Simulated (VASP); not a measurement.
Set up this calculation in VASP 6.6.1, as the native input.

```
Task                   : single point
Functional             : r2SCAN
Potentials or basis    : VASP PAW PBE potentials, release 64 (Ge_d)
Cutoff                 : 550 eV
k mesh                 : 9 × 9 × 9
Occupations            : fermi-dirac, width 0.05 eV
Spin                   : no spin polarisation
Dipole correction      : no
Further INCAR settings : ALGO = Normal; EDIFF = 1e-06; NBANDS = 21
```

Ge:

```
CELL_PARAMETERS angstrom
0.00000 2.83521 2.83521
2.83521 0.00000 2.83521
2.83521 2.83521 0.00000
ATOMIC_POSITIONS crystal
Ge 0.50000 0.50000 0.50000
Ge 0.75000 0.75000 0.75000
```

These files were run (other wordings do the same):

POSCAR

```
Ge
1.0
    0.0000000000      2.8352134973      2.8352134973
    2.8352134973      0.0000000000      2.8352134973
    2.8352134973      2.8352134973      0.0000000000
Ge
2
Direct
    0.5000000000      0.5000000000      0.5000000000
    0.7500000000      0.7500000000      0.7500000000
```

INCAR.step1

```
PREC     = Accurate       # precision mode
ENCUT    = 550            # plane-wave cutoff, eV
ISMEAR   = -1             # smearing method
SIGMA    = 0.05           # smearing width, eV
LREAL    = F              # projectors in reciprocal space
LASPH    = T              # aspherical terms in the spheres
NELM     = 120            # most SCF steps
NBANDS   = 21             # bands
GGA      = PE             # functional
ALGO     = Normal         # electronic algorithm
EDIFF    = 1E-5           # SCF threshold, eV
LWAVE    = T              # write WAVECAR
LCHARG   = F              # write CHGCAR
GGA_COMPAT= F
```

INCAR.step2

```
PREC     = Accurate       # precision mode
ENCUT    = 550            # plane-wave cutoff, eV
EDIFF    = 1E-6           # SCF threshold, eV
ISMEAR   = -1             # smearing method
SIGMA    = 0.05           # smearing width, eV
LREAL    = F              # projectors in reciprocal space
LASPH    = T              # aspherical terms in the spheres
NELM     = 120            # most SCF steps
ALGO     = Normal         # electronic algorithm
ISIF     = 2              # what is computed and relaxed
LWAVE    = F              # write WAVECAR
LCHARG   = F              # write CHGCAR
METAGGA  = R2SCAN         # meta-GGA
LMIXTAU  = T            
NBANDS   = 21             # bands
ISTART   = 1            
GGA_COMPAT= F
```

KPOINTS

```
Automatic mesh
0
Gamma
  9 9 9
```

Potentials or basis: VASP PAW PBE potentials, release 64 (Ge_d).

Command:

```sh
$ cat potpaw_PBE.64/Ge_d/POTCAR > POTCAR
$ cp INCAR.step1 INCAR
$ mpirun -np 1 vasp_std > vasp.out
$ cp INCAR.step2 INCAR
$ mpirun -np 1 vasp_std > vasp.out
```

Results of the run:

```
Pressure               : 0.3 GPa
Band gap on the k mesh : 0.34 eV, direct
```

Caveat: the PAW data sets were made with another functional, which shifts forces and pressure a little.

Run time: 2.5 min on 1 thread of Intel Xeon 8259CL (shared host), peak memory 0.19 GiB.
